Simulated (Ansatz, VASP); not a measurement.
## Rh2C in VASP and in Ansatz

```
Rh C
1.0
     1.48672    0.85836    4.49027
    -1.48672    0.85836    4.49027
     0.00000   -1.71671    4.49027
Rh C
2 1
Direct
  0.75000 0.75000 0.75000
  0.25000 0.25000 0.25000
  0.00000 0.00000 0.00000
```

Alike in both runs: task single point; functional PBE; k mesh 6 × 6 × 6; occupations gaussian, width 0.1 eV; no spin polarisation.

|  | VASP | Ansatz |
| --- | --- | --- |
| version | VASP 6.6.1 | Ansatz 0.2.0 |
| potentials or method | VASP PAW PBE potentials, release 64 (Rh_pv, C), cutoff 520 eV | scalar-relativistic, plane waves, PAW |
| valence electrons in the cell | 34 | 38 |

```tsv
	VASP	Ansatz	Ansatz less VASP
gap on the k mesh at the Fermi level (eV)	none	none	-
pressure (GPa)	9.8	9.5	-0.31
traceless stress, the component that is largest in VASP (GPa)	-10.63	-10.56	+0.077
rms of the force components (eV/Å)	0.036	0.049	+0.0136
```

Atom by atom the forces differ by 0.014 eV/Å (rms over components). A gap of «none» marks a metal or a gap that the smearing closes. VASP's potentials hold 34 valence electrons a cell and Ansatz's 38, so a difference there can come from the potentials and not from the codes.

The k mesh is coarse, so the values compare programs but aren't converged.
